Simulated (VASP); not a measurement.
Set up this calculation in VASP 6.6.1, as the native input.

```
Task                   : electric field gradients
Functional             : PBE
Potentials or basis    : VASP PAW PBE potentials, release 64 (B, P)
Cutoff                 : 520 eV
k mesh                 : 12 × 12 × 12
Occupations            : fermi-dirac, width 0.08 eV
Spin                   : no spin polarisation
Dipole correction      : no
Further INCAR settings : ALGO = Normal; EDIFF = 1e-08; NBANDS = 11
```

The structure of BP lies in POSCAR:

```
BP
1.0
    0.0000000000      2.1782400000      2.2690000000
    2.1782400000      0.0000000000      2.2690000000
    2.1782400000      2.1782400000      0.0000000000
B P
1 1
Direct
    0.0000000000      0.0000000000      0.0000000000
    0.7500000000      0.7500000000      0.7500000000
```

This cell differs from its parent crystal: x and y stretched by -4 %, z held.

The input as run:

INCAR

```
PREC = Accurate
ENCUT = 520
EDIFF = 1E-8
ISMEAR = -1
SIGMA = 0.08
LREAL = False
LASPH = True
NELM = 100
ALGO = Normal
ISIF = 2
LWAVE = False
LCHARG = False
GGA = PE
LEFG = True
NBANDS = 11
```

KPOINTS

```
regular mesh
0
Gamma
  12 12 12
```

Potentials or basis: VASP PAW PBE potentials, release 64 (B, P).

Command:

```bash
$ cat potpaw_PBE.64/B/POTCAR potpaw_PBE.64/P/POTCAR > POTCAR
$ mpirun -np 1 vasp_std > vasp.out
```

Results of the run:

- Pressure: 16.6 GPa
- Band gap on the k mesh: 0.80 eV, indirect (least direct gap 3.33 eV)

Caveat: the cell differs from its parent crystal (x and y stretched by -4 %, z held); without QUAD_EFG the Cq values of the log hold for a quadrupole moment of 1 mb, not for the nuclei.

Wall time 37 s on 1 thread of Intel Xeon 8259CL (shared host), peak memory 0.16 GiB.
